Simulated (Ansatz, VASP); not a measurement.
# One calculation of ScAl3, two programs

```xyz
4
Lattice="4.0318 0.0000 0.0000 0.0000 4.0318 0.0000 0.0000 0.0000 4.0318" Properties=species:S:1:pos:R:3 pbc="T T T"
Al    0.0000    2.0159    2.0159
Al    2.0159    0.0000    2.0159
Al    2.0159    2.0159    0.0000
Sc    0.0000    0.0000    0.0000
```

Alike in both runs: functional LDA; k mesh 16 × 16 × 16; occupations gaussian, width 0.1 eV; no spin polarisation.

Ansatz relaxed the structure, and its values are those at the end. VASP's run is a single point on that final structure, the one shown.

|  | VASP | Ansatz |
| --- | --- | --- |
| version | VASP 6.6.1 | Ansatz 0.2.0 |
| potentials or method | VASP PAW LDA potentials, release 64 (Al, Sc_sv) | scalar-relativistic, plane waves, PAW |
| plane-wave cutoff (eV) | 520 | 420 |
| valence electrons in the cell | 20 | 20 |

|  | VASP | Ansatz | Ansatz less VASP |
| --- | --- | --- | --- |
| gap on the k mesh at the Fermi level (eV) | none | none | - |
| pressure (GPa) | 0.2 | 0.0 | -0.17 |

LDA's correlation is that of Perdew and Zunger in VASP and of Perdew and Wang (1992) in Ansatz. A gap of «none» marks a metal or a gap that the smearing closes.
